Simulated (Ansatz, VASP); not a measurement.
## Two plane-wave programs on P

```
CELL_PARAMETERS angstrom
0.00000 1.67610 1.67610
1.67610 0.00000 1.67610
1.67610 1.67610 0.00000
ATOMIC_POSITIONS crystal
P 0.00000 0.00000 0.00000
```

Change from the starting cell: volume scaled by 0.68, PAW files.

Alike in both runs: task single point; functional LDA; k mesh 17 × 17 × 17; occupations fermi-dirac, width 0.1 eV; no spin polarisation.

```csv
,VASP,Ansatz
version,VASP 6.6.1,Ansatz 0.2.0
potentials or method,"VASP PAW LDA potentials, release 64 (P)","PAW with Ansatz's default frozen-core files, scalar-relativistic"
plane-wave cutoff (eV),520,420
valence electrons in the cell,5,5
```

|  | VASP | Ansatz | Ansatz less VASP |
| --- | --- | --- | --- |
| pressure (GPa) | 84.3 | 85.2 | +0.91 |

LDA's correlation is that of Perdew and Zunger in VASP and of Perdew and Wang (1992) in Ansatz. Both programs put the cell under a high pressure, so it lies far from rest at this level.

Noted on VASP's run: the cell as given lies far from equilibrium.
